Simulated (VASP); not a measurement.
# TiB2 (P6/mmm) in VASP: a series of runs, part 2 of 2

VASP 6.6.1. Earlier steps stand in the parts before.

### 5 Relaxation of shape and atoms at fixed volume, PBE (9.07 Å³/atom)

This run uses another cell than the first one, of 9.07 Å³/atom.

Contents of INCAR:

```
PREC = Accurate
ENCUT = 600
EDIFF = 1E-7
ISMEAR = 0
SIGMA = 0.1
LREAL = F
LASPH = T
NELM = 80
ALGO = Normal
ISIF = 4
LWAVE = F
LCHARG = F
GGA = PE
IBRION = 2
NSW = 50
EDIFFG = -0.01
```

Contents of KPOINTS:

```
regular mesh
0
Gamma
  15 15 14
```

Contents of POSCAR:

```
TiB2
1.0
    3.0873956459      0.0000000000      0.0000000000
   -1.5436978230      2.6737630608      0.0000000000
    0.0000000000      0.0000000000      3.2955233960
Ti B
1 2
Direct
    0.0000000000      0.0000000000      0.0000000000
    0.3333333333      0.6666666667      0.5000000000
    0.6666666667      0.3333333333      0.5000000000
```

Potentials or basis: VASP PAW PBE potentials, release 64 (Ti_sv, B).

Run with:

```bash
$ cat potpaw_PBE.64/Ti_sv/POTCAR potpaw_PBE.64/B/POTCAR > POTCAR
$ mpirun -np 1 vasp_std > vasp.out
```

OUTCAR:

```text
PREC = Accurate
   ENCUT = 600
   EDIFF = 1E-7
   ISMEAR = 0
   LREAL = F
   LASPH = T
   NELM = 80
   ISIF = 4
   GGA = PE
   IBRION = 2
   NSW = 50
   EDIFFG = -0.01

 ion  position               nearest neighbor table
   1  0.000  0.000  0.000-   2 2.43   3 2.43   2 2.43   3 2.43   2 2.43   2 2.43   3 2.43   3 2.43
                             3 2.43   3 2.43   2 2.43   2 2.43
   2  0.333  0.667  0.500-   3 1.78   3 1.78   3 1.78   1 2.43   1 2.43   1 2.43   1 2.43   1 2.43
                             1 2.43
[... 635 lines left out ...]
  --------------------------------------------------------------------------------------
  -------------------------------------------------------------------------------------
  Total       -2.1844246     -2.1844246     -2.1805564      0.0000000     -0.0000000     -0.0000000
  in kB     -128.6494813   -128.6494813   -128.4216671      0.0000000     -0.0000000     -0.0000000
  external PRESSURE =    -128.5735432 kB  Pullay stress =       0.0000000 kB

 VOLUME and BASIS-vectors are now :
 -----------------------------------------------------------------------------
  energy-cutoff  :      600.00
  volume of cell :       27.20
      direct lattice vectors                 reciprocal lattice vectors
     3.083081612  0.000000000  0.000000000     0.324350804  0.187264024  0.000000000
    -1.541540806  2.670026998 -0.000000000    -0.000000000  0.374528048  0.000000000
     0.000000000 -0.000000000  3.304752440    -0.000000000 -0.000000000  0.302594527

 POSITION                                       TOTAL-FORCE (eV/Angst)
 -----------------------------------------------------------------------------------
      3.08308      0.00000      3.30475        -0.000000     -0.000000     -0.000000
     -0.00000      1.78002      1.65238         0.000000      0.000000     -0.000000
      1.54154      0.89001      1.65238        -0.000000      0.000000      0.000000
 -----------------------------------------------------------------------------------
    total drift:                                0.000000      0.000000      0.000000

  FREE ENERGIE OF THE ION-ELECTRON SYSTEM (eV)
  ---------------------------------------------------
  free  energy   TOTEN  =       -24.3692537605 eV

  energy  without entropy=      -24.3672509335  energy(sigma->0) =      -24.36825235

 reached required accuracy - stopping structural energy minimisation
```

OSZICAR:

```text
N       E                     dE             d eps       ncg     rms          rms(c)
DAV:   1     0.135692588442E+03    0.13569E+03   -0.10181E+04  5616   0.173E+03
[... 15 lines left out ...]
DAV:   1    -0.243700248344E+02   -0.11433E-02   -0.45531E-02  6026   0.345E+00    0.216E-01
DAV:   2    -0.243695210947E+02    0.50374E-03   -0.25971E-03  5795   0.525E-01    0.122E-01
DAV:   3    -0.243692812786E+02    0.23982E-03   -0.31941E-04  6740   0.236E-01    0.370E-02
DAV:   4    -0.243692555151E+02    0.25764E-04   -0.59236E-05  6859   0.962E-02    0.558E-03
DAV:   5    -0.243692539465E+02    0.15686E-05   -0.43813E-06  5999   0.260E-02    0.254E-03
DAV:   6    -0.243692537546E+02    0.19189E-06   -0.16198E-07  4700   0.502E-03    0.830E-04
DAV:   7    -0.243692537605E+02   -0.59056E-08   -0.19996E-08  3208   0.202E-03
   2 F= -.24369254E+02 E0= -.24368252E+02  d E =-.372244E-03
```

CONTCAR:

```text
TiB2
   1.00000000000000
     3.0830816117332907    0.0000000000021282    0.0000000000000000
    -1.5415408059147322    2.6700269976239963   -0.0000000000000000
     0.0000000000000000   -0.0000000000000000    3.3047524395031109
  Ti              B
     1     2
Direct
     1.0000000000000000    0.0000000000000000    1.0000000000000000
     0.3333333332999970    0.6666666667000030    0.5000000000000000
     0.6666666667000030    0.3333333332999970    0.5000000000000000

  0.00000000E+00  0.00000000E+00  0.00000000E+00
  0.00000000E+00  0.00000000E+00  0.00000000E+00
  0.00000000E+00  0.00000000E+00  0.00000000E+00
```

It took 87 s on 1 thread of AMD EPYC 9R45 (Zen 5), shared host; peak memory 0.2 GiB.

What came out:

* Free energy: -24.3693 eV
* Energy gained by relaxing: 0.1 meV/atom
* Ionic steps: 2
* Pressure after relaxing: -12.9 GPa
* Band gap on the k mesh: zero (bands 9 and 10 overlap by 0.56 eV)

The path:
```tsv
step	energy change (eV)	largest force (eV/Å)	pressure (GPa)	volume (Å³)
1	0.0000	0.0000	-12.99	27.20
2	-0.0004	0.0000	-12.86	27.20
```

Final structure:
```cif
data_structure
_symmetry_space_group_name_H-M 'P 1'
_symmetry_Int_Tables_number 1
_cell_length_a 3.0831
_cell_length_b 3.0831
_cell_length_c 3.3048
_cell_angle_alpha 90.000
_cell_angle_beta 90.000
_cell_angle_gamma 120.000
_cell_volume 27.20
loop_
_atom_site_label
_atom_site_type_symbol
_atom_site_fract_x
_atom_site_fract_y
_atom_site_fract_z
_atom_site_occupancy
Ti1 Ti 0.00000 0.00000 0.00000 1
B1 B 0.33333 0.66667 0.50000 1
B2 B 0.66667 0.33333 0.50000 1
```

### 6 Single point, PBE

This run uses another cell than the first one, of 8.55 Å³/atom.

Contents of INCAR:

```
ALGO = Normal ; EDIFF = 1E-6
ENCUT = 500 ; GGA = PE
GGA_COMPAT = F ; ISIF = 2
ISMEAR = 0 ; LASPH = T
LCHARG = F ; LREAL = F
LWAVE = F ; NBANDS = 16
NELM = 120 ; PREC = Accurate
SIGMA = 0.1
```

Contents of KPOINTS:

```
k-points
0
Gamma
  6 6 6
```

Contents of POSCAR:

```
TiB2
1.0
    3.0291982016      0.0000000000      0.0000000000
   -1.5145991008      2.6233625957      0.0000000000
    0.0000000000      0.0000000000      3.2284000000
Ti B
1 2
Direct
    0.0000000000      0.0000000000      0.0000000000
    0.3333333333      0.6666666667      0.5000000000
    0.6666666667      0.3333333333      0.5000000000
```

Potentials or basis: VASP PAW PBE potentials, release 64 (Ti_sv, B).

Run with:

```bash
$ cat potpaw_PBE.64/Ti_sv/POTCAR potpaw_PBE.64/B/POTCAR > POTCAR
$ mpirun -np 1 vasp_std > vasp.out
```

Wall time 12 s (1 thread of Intel Xeon Platinum 8375C at 2.90GHz (Ice Lake), shared host); peak memory 0.14 GiB.

It converged, with:

```yaml
Free_energy: -24.3865 eV
Pressure: 0.7 GPa
Band_gap_on_the_k_mesh: zero (bands 9 and 10 overlap by 0.39 eV)
```

Stress tensor (GPa, compression positive):
```
 1.58  0.00  0.00
 0.00  1.58  0.00
 0.00  0.00 -1.00
```

Levels at points of the mesh, in eV from the Fermi level:
| k point | band 6 | band 7 | band 8 | band 9 | band 10 | band 11 | band 12 | band 13 |
| --- | --- | --- | --- | --- | --- | --- | --- | --- |
| (0.00, 0.00, 0.00) | -2.36 | -2.36 | -2.09 | -1.88 | 2.12 | 2.12 | 3.90 | 3.90 |
| (0.50, 0.00, 0.00) | -9.00 | -3.03 | -2.99 | -2.03 | 1.57 | 2.99 | 3.45 | 3.60 |
| (0.00, 0.00, 0.50) | -7.37 | -0.32 | -0.32 | 0.05 | 0.05 | 0.68 | 0.68 | 1.86 |
| (0.50, 0.00, 0.50) | -7.32 | -4.40 | -3.58 | -2.90 | 2.70 | 3.17 | 4.69 | 4.81 |

Caveat: the k points lie up to 0.40 Å⁻¹ apart.

### 7 Summary

| task | cell | k mesh | cutoff (eV) | gap on the mesh (eV) | pressure (GPa) |
| --- | --- | --- | --- | --- | --- |
| relaxation of shape and atoms at fixed volume | relaxed from a = 2.974, b = 2.974, c = 3.149 Å, angles 90.0, 90.0, 120.0°, 3 atoms | 15 × 15 × 14 | 600 | none | 17.7 |
| relaxation of shape and atoms at fixed volume | relaxed from a = 3.001, b = 3.001, c = 3.191 Å, angles 90.0, 90.0, 120.0°, 3 atoms | 15 × 15 × 14 | 600 | none | 8.3 |
| relaxation of shape and atoms at fixed volume | relaxed from a = 3.062, b = 3.062, c = 3.255 Å, angles 90.0, 90.0, 120.0°, 3 atoms | 15 × 15 × 14 | 600 | none | -6.8 |
| relaxation of shape and atoms at fixed volume | relaxed from a = 3.087, b = 3.087, c = 3.296 Å, angles 90.0, 90.0, 120.0°, 3 atoms | 15 × 15 × 14 | 600 | none | -12.9 |
| single point | a = 3.029, b = 3.029, c = 3.228 Å, angles 90.0, 90.0, 120.0°, 3 atoms | 6 × 6 × 6 | 500 | none | 0.7 |

Alike in all rows: level PBE; potentials or basis VASP PAW PBE potentials, release 64 (Ti_sv, B); no spin polarisation; smearing gaussian 0.1 eV.

Caveats: some runs use coarse meshes.

Absolute energies hang on the potentials; compare differences alone.
